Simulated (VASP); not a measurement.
Input of a VASP 6.6.1 run:

Contents of INCAR:

```
PREC = Accurate
ENCUT = 520
EDIFF = 1E-6
ISMEAR = -1
SIGMA = 0.1
LREAL = F
LASPH = T
NELM = 80
ALGO = Normal
ISIF = 2
LWAVE = F
LCHARG = T
GGA = PS
LELF = T
LVHAR = T
NBANDS = 45
```

File KPOINTS:

```
Automatic mesh
0
Gamma
  6 6 6
```

The input POSCAR:

```
LiNbO3
1.0
    5.2487720000      0.0000000000      0.0000000000
   -2.6243860000      4.5455770000      0.0000000000
   -2.6243860000      1.5151920000      4.5999480000
Li Nb O
2 2 6
Direct
    0.2850000000      0.7150000000      0.8550000000
    0.7850000000      0.2150000000      0.3550000000
    0.0090000000      0.9910000000      0.0270000000
    0.5090000000      0.4910000000      0.5270000000
    0.1397000000      0.2466000000      0.2499000000
    0.7534000000      0.6432000000      0.2499000000
    0.3568000000      0.8603000000      0.2499000000
    0.2534000000      0.3603000000      0.7499000000
    0.8568000000      0.7466000000      0.7499000000
    0.6397000000      0.1432000000      0.7499000000
```

Potentials or basis: VASP PAW PBE potentials, release 64 (Li_sv, Nb_sv, O).

The run is started by

```console
$ cat potpaw_PBE.64/Li_sv/POTCAR potpaw_PBE.64/Nb_sv/POTCAR potpaw_PBE.64/O/POTCAR > POTCAR
$ mpirun -np 1 vasp_std > vasp.out
```

Q: What does it give for the band gap on the k mesh?

A: 2.80 eV (least direct gap 2.84 eV).

Q: Predict the largest force.

A: 0.627 eV/Å.

Forces on the atoms (eV/Å):
```
Li   0.000  0.000  0.005
Li   0.000  0.000  0.005
Nb   0.000  0.000  0.355
Nb   0.000  0.000  0.355
O   -0.238  0.568 -0.120
O   -0.373 -0.490 -0.120
O    0.611 -0.078 -0.120
O   -0.611 -0.078 -0.120
O    0.238  0.568 -0.120
O    0.373 -0.490 -0.120
```

Caveat: the PAW data sets were made with another functional, which shifts forces and pressure a little. A k mesh can miss the band edges.
